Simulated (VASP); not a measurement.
A run of VASP 6.6.1:

Contents of INCAR:

```
PREC     = Accurate       # precision mode
ENCUT    = 600            # plane-wave cutoff, eV
EDIFF    = 1E-6           # SCF threshold, eV
ISMEAR   = -1             # smearing method
SIGMA    = 0.05           # smearing width, eV
LREAL    = F              # projectors in reciprocal space
LASPH    = T              # aspherical terms in the spheres
NELM     = 60             # most SCF steps
ALGO     = Normal         # electronic algorithm
ISIF     = 3              # what is computed and relaxed
LWAVE    = F              # write WAVECAR
LCHARG   = F              # write CHGCAR
GGA      = CA             # functional
IBRION   = 2              # ionic algorithm
NSW      = 80             # ionic steps
EDIFFG   = -0.02          # ionic threshold
```

The input KPOINTS:

```
regular mesh
0
Gamma
  7 7 7
```

Contents of POSCAR:

```
CdTe
1.0
    0.0000000000      3.2050000000      3.2050000000
    3.2050000000      0.0000000000      3.2050000000
    3.2050000000      3.2050000000      0.0000000000
Te Cd
1 1
Direct
    0.7500000000      0.7500000000      0.7500000000
    0.0000000000      0.0000000000      0.0000000000
```

Potentials or basis: VASP PAW LDA potentials, release 64 (Te, Cd).

Launch:

```console
$ cat potpaw_LDA.64/Te/POTCAR potpaw_LDA.64/Cd/POTCAR > POTCAR
$ mpirun -np 1 vasp_std > vasp.out
```

Hardware: 1 thread of AMD EPYC 7R43 64-Core Processor (Zen 3), on a shared host.

Question: How long does it take, and how much memory?

Answer: Run time: 32 s on 1 thread of AMD EPYC 7R43 64-Core Processor (Zen 3) (shared host), peak memory 0.16 GiB. Counts: scf iterations 18, k points 20, ion steps 2.
